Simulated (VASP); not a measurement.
Set up this calculation in VASP 6.6.1, as the native input.

```yaml
Task: single point
Functional: PBE
Potentials_or_basis: VASP PAW PBE potentials, release 64 (Be, Cd, S)
Cutoff: 520 eV
k_mesh: 6 × 6 × 6
Occupations: gaussian, width 0.1 eV
Spin: no spin polarisation
Dipole_correction: no
Further_INCAR_settings: ALGO = Normal; EDIFF = 1e-06; NBANDS = 43
```

The structure of BeCdS3 lies in POSCAR:

```
BeCdS3
1.0
    3.2610206323      1.8827511399      4.6194837494
   -3.2610206323      1.8827511399      4.6194837494
    0.0000000000     -3.7655022797      4.6194837494
Be Cd S
2 2 6
Direct
    0.5000000000      0.5000000000      0.5000000000
    0.0000000000      0.0000000000      0.0000000000
    0.7500000000      0.7500000000      0.7500000000
    0.2500000000      0.2500000000      0.2500000000
    0.8534534107      0.2500000000      0.6465465893
    0.6465465893      0.8534534107      0.2500000000
    0.2500000000      0.6465465893      0.8534534107
    0.1465465893      0.7500000000      0.3534534107
    0.3534534107      0.1465465893      0.7500000000
    0.7500000000      0.3534534107      0.1465465893
```

One way to write it, as run:

INCAR

```
PREC = Accurate
ENCUT = 520
EDIFF = 1E-6
ISMEAR = 0
SIGMA = 0.1
LREAL = F
LASPH = T
NELM = 60
ALGO = Normal
ISIF = 2
LWAVE = F
LCHARG = F
GGA = PE
NBANDS = 43
```

KPOINTS

```
Automatic mesh
0
Gamma
  6 6 6
```

Potentials or basis: VASP PAW PBE potentials, release 64 (Be, Cd, S).

Command:

```sh
$ cat potpaw_PBE.64/Be/POTCAR potpaw_PBE.64/Cd/POTCAR potpaw_PBE.64/S/POTCAR > POTCAR
$ mpirun -np 1 vasp_std > vasp.out
```

It gave:

```yaml
Pressure: 0.2 GPa
Largest_force: 0.027 eV/Å
Band_gap_on_the_k_mesh: zero (bands 32 and 33 overlap by 1.11 eV)
```

It took 2.9 min on 1 thread of AMD EPYC 9R45 96-Core Processor (Zen 5), on a shared host, peak memory 0.39 GiB.
